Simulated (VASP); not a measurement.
# Te (C2/m) in VASP: further runs

Te is run at these levels: PBE; tasks: density of states, electric field gradients.

Program: VASP 6.6.1. These are calculated values, not measurements. Logs are shortened: lines on timing, memory, paths and dates and some standing lists are left out, and cuts for length are marked.

## 1. The cell of the first run

It takes space group C2/m (No. 12, monoclinic). Conventional cell: a = 8.468 Å, b = 4.742 Å, c = 3.959 Å, α = 90.00°, β = 91.89°, γ = 90.00°. Within 3.9 Å of Te (site symmetry m) lie 11 Te at 2.99 to 3.89 Å. Within 3.9 Å of Te (site symmetry 2/m) lie 12 Te at 2.99 to 3.89 Å.

## 2. Density of states, PBE

Input file POSCAR:

```
Te
1.0
    4.2341000000     -2.3712000000      0.0000000000
    4.2341000000      2.3712000000      0.0000000000
   -0.1304500000      0.0000000000      3.9573500000
Te
3
Direct
    0.6760000000      0.6760000000      0.6750000000
    0.3240000000      0.3240000000      0.3250000000
    0.0000000000      0.0000000000      0.0000000000
```

Input file INCAR.step1:

```
PREC     = Accurate       # precision mode
ENCUT    = 520            # plane-wave cutoff, eV
EDIFF    = 1E-6           # SCF threshold, eV
ISMEAR   = -1             # smearing method
SIGMA    = 0.05           # smearing width, eV
LREAL    = False          # projectors in reciprocal space
LASPH    = True           # aspherical terms in the spheres
NELM     = 100            # most SCF steps
ALGO     = Normal         # electronic algorithm
ISIF     = 2              # what is computed and relaxed
LWAVE    = False          # write WAVECAR
LCHARG   = True           # write CHGCAR
GGA      = PE             # functional
NBANDS   = 16             # bands
```

Input file KPOINTS.step1:

```
regular mesh
0
Gamma
  8 8 8
```

Input file INCAR.step2:

```
PREC     = Accurate       # precision mode
ENCUT    = 520            # plane-wave cutoff, eV
EDIFF    = 1E-6           # SCF threshold, eV
ISMEAR   = -5             # smearing method
SIGMA    = 0.05           # smearing width, eV
LREAL    = False          # projectors in reciprocal space
LASPH    = True           # aspherical terms in the spheres
NELM     = 100            # most SCF steps
ALGO     = Normal         # electronic algorithm
ISIF     = 2              # what is computed and relaxed
LWAVE    = False          # write WAVECAR
LCHARG   = False          # write CHGCAR
GGA      = PE             # functional
LORBIT   = 10             # projections on sites
NEDOS    = 2001           # points of the DOS
ICHARG   = 11             # starting density
```

Input file KPOINTS.step2:

```
regular mesh
0
Gamma
  12 12 12
```

Potentials or basis: VASP PAW PBE potentials, release 64 (Te).

Launch:

```console
> cat potpaw_PBE.64/Te/POTCAR > POTCAR
> cp INCAR.step1 INCAR
> cp KPOINTS.step1 KPOINTS
> mpirun -np 1 vasp_std > vasp.out
> cp INCAR.step2 INCAR
> cp KPOINTS.step2 KPOINTS
> mpirun -np 1 vasp_std > vasp.out
```

OUTCAR:

```text
PREC = Accurate
   ENCUT = 520
   EDIFF = 1E-6
   ISMEAR = -5
   LREAL = False
   LASPH = True
   NELM = 100
   ISIF = 2
   GGA = PE
   LORBIT = 10
   ICHARG = 11

 ion  position               nearest neighbor table
   1  0.676  0.676  0.675-   3 2.99   2 3.04   2 3.04   3 3.10   3 3.10   2 3.25
   2  0.324  0.324  0.325-   3 2.99   1 3.04   1 3.04   3 3.10   3 3.10   1 3.25
   3  0.000  0.000  0.000-   1 2.99   2 2.99   1 3.10   1 3.10   2 3.10   2 3.10

  LATTYP: Found a base centered monoclinic cell.
 ALAT       =     8.4682000000
 B/A-ratio  =     0.5600245625
 C/A-ratio  =     0.4675727418
 COS(beta)  =    -0.0329460833

  Lattice vectors:

 A1 = (   4.2341000000,  -2.3712000000,   0.0000000000)
 A2 = (   4.2341000000,   2.3712000000,   0.0000000000)
 A3 = (  -0.1304500000,   0.0000000000,   3.9573500000)

Analysis of symmetry for initial positions (statically):
=====================================================================
 Subroutine PRICEL returns:
 Original cell was already a primitive cell.

 Routine SETGRP: Setting up the symmetry group for a
 base centered monoclinic supercell.

 Subroutine GETGRP returns: Found  4 space group operations
 (whereof  4 operations were pure point group operations)
 out of a pool of  4 trial point group operations.

The static configuration has the point symmetry C_2h.

Analysis of symmetry for dynamics (positions and initial velocities):
=====================================================================
 Subroutine PRICEL returns:
 Original cell was already a primitive cell.

 Routine SETGRP: Setting up the symmetry group for a
 base centered monoclinic supercell.

 Subroutine GETGRP returns: Found  4 space group operations
 (whereof  4 operations were pure point group operations)
 out of a pool of  4 trial point group operations.

The dynamic configuration has the point symmetry C_2h.

 Subroutine INISYM returns: Found  4 space group operations
 (whereof  4 operations are pure point group operations),
 and found     1 'primitive' translations

----------------------------------------------------------------------------------------

                                     Primitive cell

  volume of cell :      79.4628

  direct lattice vectors                    reciprocal lattice vectors
     4.234100000 -2.371200000  0.000000000     0.118088850 -0.210863698  0.003892678
     4.234100000  2.371200000  0.000000000     0.118088850  0.210863698  0.003892678
    -0.130450000  0.000000000  3.957350000     0.000000000  0.000000000  0.252694354

  length of vectors
     4.852854031  4.852854031  3.959499492     0.241709802  0.241709802  0.252694354

  position of ions in fractional coordinates (direct lattice)
     0.676000000  0.676000000  0.675000000
     0.324000000  0.324000000  0.325000000
     0.000000000  0.000000000  0.000000000

  ion indices of the primitive-cell ions
   primitive index   ion index
                 1           1
                 2           2
                 3           3

----------------------------------------------------------------------------------------

 KPOINTS: regular mesh

Automatic generation of k-mesh.
 Grid dimensions read from file:
 generate k-points for:   12   12   12

 Generating k-lattice:

  Cartesian coordinates                     Fractional coordinates (reciprocal lattice)
     0.009840738 -0.017571975  0.000324390     0.083333333  0.000000000 -0.000000000
     0.009840738  0.017571975  0.000324390     0.000000000  0.083333333 -0.000000000
     0.000000000  0.000000000  0.021057863     0.000000000  0.000000000  0.083333333

  Length of vectors
     0.020142484  0.020142484  0.021057863

  Shift w.r.t. Gamma in fractional coordinates (k-lattice)
     0.000000000  0.000000000  0.000000000

 TETIRR: Found   2592 inequivalent tetrahedra from    10368

 Subroutine IBZKPT returns following result:
 ===========================================

 Found    476 irreducible k-points:

 Following reciprocal coordinates:
            Coordinates               Weight
  0.000000  0.000000  0.000000      1.000000
  0.083333  0.000000  0.000000      4.000000
  0.166667  0.000000 -0.000000      4.000000
  0.250000  0.000000 -0.000000      4.000000
  0.333333  0.000000  0.000000      4.000000
  0.416667 -0.000000 -0.000000      4.000000
[... 16 lines left out ...]
  0.500000  0.166667  0.000000      4.000000
 -0.416667  0.166667  0.000000      4.000000
 [... further k-points ...]
   k-points           NKPTS =    476   k-points in BZ     NKDIM =    476   number of bands    NBANDS=     13
   number of dos      NEDOS =   2001   number of ions     NIONS =      3
   total plane-waves  NPLWV =  38880
   dimension x,y,z NGX =    36 NGY =   36 NGZ =   30
   dimension x,y,z NGXF=    72 NGYF=   72 NGZF=   60
   ions per type =               3
   NGX,Y,Z   is equivalent  to a cutoff of  12.33, 12.33, 12.60 a.u.
   NGXF,Y,Z  is equivalent  to a cutoff of  24.67, 24.67, 25.19 a.u.
 SYSTEM =  unknown system
   PREC   = accura    normal or accurate (medium, high low for compatibility)
   ISTART =      0    job   : 0-new  1-cont  2-samecut
   ICHARG =     11    charge: 1-file 2-atom 10-const
   ISPIN  =      1    spin polarized calculation?
   LNONCOLLINEAR =      F non collinear calculations
   LSORBIT =      F    spin-orbit coupling
   LASPH  =      T    aspherical Exc in radial PAW
   ENCUT  =  520.0 eV  38.22 Ry    6.18 a.u.   9.02  9.02  7.36*2*pi/ulx,y,z
   NELM   =    100;   NELMIN=  2; NELMDL=  0     # of ELM steps
   EDIFF  = 0.1E-05   stopping-criterion for ELM
   LREAL  =      F    real-space projection
   EDIFFG = 0.1E-04   stopping-criterion for IOM
   NSW    =      0    number of steps for IOM
   IBRION =     -1    ionic relax: 0-MD 1-quasi-New 2-CG
   NFREE  =      0    steps in history (QN), initial steepest desc. (CG)
   ISIF   =      2    stress and relaxation
   ISYM   =      2    0-nonsym 1-usesym 2-fastsym
   POTIM  = 0.5000    time-step for ionic-motion
   TEBEG  =    0.0;   TEEND  =   0.0 temperature during run
   PSTRESS=    0.0 pullay stress
   NELECT =      18.0000    total number of electrons
   NUPDOWN=      -1.0000    fix difference up-down
   EMIN   =  10.00;   EMAX   =-10.00  energy-range for DOS
   EFERMI =   0.00;   METHOD = LEGACY
   ISMEAR =    -5;   SIGMA  =   0.05  broadening in eV -4-tet -1-fermi 0-gaus
   EFERMI_NEDOS =   21; number of points for ismear=-14 and -15
   IALGO  =     38    algorithm
   IMIX   =      4    mixing-type and parameters
     AMIX     =   0.40;   BMIX     =  1.00
     AMIX_MAG =   1.60;   BMIX_MAG =  1.00
  volume/ion in A,a.u.               =      26.49       178.75
  Fermi-wavevector in a.u.,A,eV,Ry     =   0.997955  1.885862 13.550243  0.995915
  Thomas-Fermi vector in A             =   2.130146
   LORBIT       =     10    0 simple, 1 ext, 2 COOP (PROOUT), +10 PAW based schemes
   GGA     = PE    functional components
   LHFCALC =     F    Hartree Fock is set to
   AEXX    =    0.0000 exact exchange contribution
   IVDW    =     0    specifies the selected vdW correction
   LEPSILON=     F    determine dielectric tensor
   LRPA    =     F    only Hartree local field effects (RPA)
 non-spin polarized calculation
 Fermi weights with tetrahedron method with Bloechl corrections
  energy-cutoff  :      520.00
  volume of cell :       79.46
 maximum number of plane-waves:      2158

 number of electron      18.0000000 magnetization

 Free energy of the ion-electron system (eV)
  ---------------------------------------------------
  ext. energy  EPLUGINS =         0.00000000
  ---------------------------------------------------
  free energy    TOTEN  =        -8.73983077 eV

  energy without entropy =       -8.73983077  energy(sigma->0) =       -8.73983077

 E-fermi :   9.0195     XC(G=0): -10.3291

 val. band max:        9.4527366886   @ k =   0.5000   0.5000   0.0000
 cond. band min:       8.7507991424   @ k =   0.2500   0.0000   0.2500
 fundamental gap:     -0.7019375462
 Fermi energy:         9.0195010802

 k-point     1 :       0.0000    0.0000    0.0000
  band No.  band energies     occupation
      1      -5.8068      2.00000
      2      -0.5684      2.00000
      3      -0.5239      2.00000
      4       4.2919      2.00000
      5       4.5626      2.00000
      6       5.0816      2.00000
      7       5.1012      2.00000
      8       6.8270      2.00000
      9       7.1351      2.00000
     10      10.5660      0.00000
     11      11.9723      0.00000
     12      12.3157      0.00000
     13      14.7402      0.00000

 k-point     2 :       0.0833    0.0000    0.0000
  band No.  band energies     occupation
      1      -5.7497      2.00000
      2      -0.6782      2.00000
      3      -0.6156      2.00000
      4       3.9170      2.00000
      5       4.3923      2.00000
      6       5.1575      2.00000
      7       5.7840      2.00000
      8       6.9885      2.00000
      9       7.3332      2.00000
     10      10.4085      0.00000
     11      11.7232      0.00000
     12      12.1811      0.00000
     13      14.4708      0.00000

 k-point     3 :       0.1667    0.0000   -0.0000
  band No.  band energies     occupation
      1      -5.5788      2.00000
      2      -1.0580      2.00000
      3      -0.8048      2.00000
      4       3.5374      2.00000
      5       4.1320      2.00000
      6       5.6982      2.00000
      7       6.4015      2.00000
      8       7.3289      2.00000
      9       8.1338      2.00286
     10       9.9096     -0.02849
     11      11.1977      0.00000
     12      11.8745      0.00000
     13      13.9203      0.00000
[... 305 lines left out ...]
 k-point    23 :       0.5000    0.1667    0.0000
  band No.  band energies     occupation
      1      -4.2784      2.00000
      2      -2.9463      2.00000
      3      -1.9292      2.00000
      4       3.6290      2.00000
      5       5.3077      2.00000
      6       6.5371      2.00000
      7       7.2267      2.00000
      8       7.2453      2.00000
      9       8.3963      2.05629
     10      10.6460      0.00000
     11      11.5173      0.00000
     12      12.0674      0.00000
     13      12.4434      0.00000

 k-point    24 :      -0.4167    0.1667    0.0000
  band No.  band energies     occupation
      1      -3.7956      2.00000
      2      -3.5129      2.00000
      3      -1.9581      2.00000
      4       3.5815      2.00000
      5       6.1834      2.00000
      6       6.2115      2.00000
      7       6.5587      2.00000
      8       7.6700      2.00000
      9       7.9185      2.03094
     10      11.1491      0.00000
     11      11.3570      0.00000
     12      12.2403      0.00000
     13      12.5688      0.00000

 [... further k-points ...]
[... 5 lines left out ...]
  --------------------------------------------------------------------------------------
  -------------------------------------------------------------------------------------
  Total        4.4961777      4.4959365      5.0603617      0.0000000      0.0000000      0.3452602
  in kB       90.6546929     90.6498308    102.0301185      0.0000000      0.0000000      6.9613483
  external PRESSURE =      94.4448807 kB  Pullay stress =       0.0000000 kB

 VOLUME and BASIS-vectors are now :
 -----------------------------------------------------------------------------
  energy-cutoff  :      520.00
  volume of cell :       79.46
      direct lattice vectors                 reciprocal lattice vectors
     4.234100000 -2.371200000  0.000000000     0.118088850 -0.210863698  0.003892678
     4.234100000  2.371200000  0.000000000     0.118088850  0.210863698  0.003892678
    -0.130450000  0.000000000  3.957350000     0.000000000  0.000000000  0.252694354

 POSITION                                       TOTAL-FORCE (eV/Angst)
 -----------------------------------------------------------------------------------
      5.63645      0.00000      2.67121        -0.405061      0.000000     -0.182144
      2.70130      0.00000      1.28614         0.405061      0.000000      0.182144
      0.00000      0.00000      0.00000        -0.000000      0.000000     -0.000000
 -----------------------------------------------------------------------------------
    total drift:                               -0.000000      0.000000      0.000000

  FREE ENERGIE OF THE ION-ELECTRON SYSTEM (eV)
  ---------------------------------------------------
  free  energy   TOTEN  =        -8.7398307744 eV

  energy  without entropy=       -8.7398307744  energy(sigma->0) =       -8.73983077

 total charge

# of ion       s       p       d       tot
------------------------------------------
    1        1.441   1.809   0.065   3.315
    2        1.441   1.809   0.065   3.315
    3        1.444   1.807   0.069   3.319
--------------------------------------------------
tot          4.325   5.425   0.199   9.949
```

Wall time 6.9 min (1 thread of Intel Xeon Platinum 8175M at 2.50GHz (Skylake/Cascade Lake), shared host); peak memory 0.5 GiB.

Results:

```
Valence electrons inside the program's atomic spheres : Te 3.31, 3.32
```

Caveat: spin-orbit coupling is left out, which moves the levels of the heavy elements; tetrahedron occupations give inexact forces and stress in metals.

(Continued in part 2 of 2.)
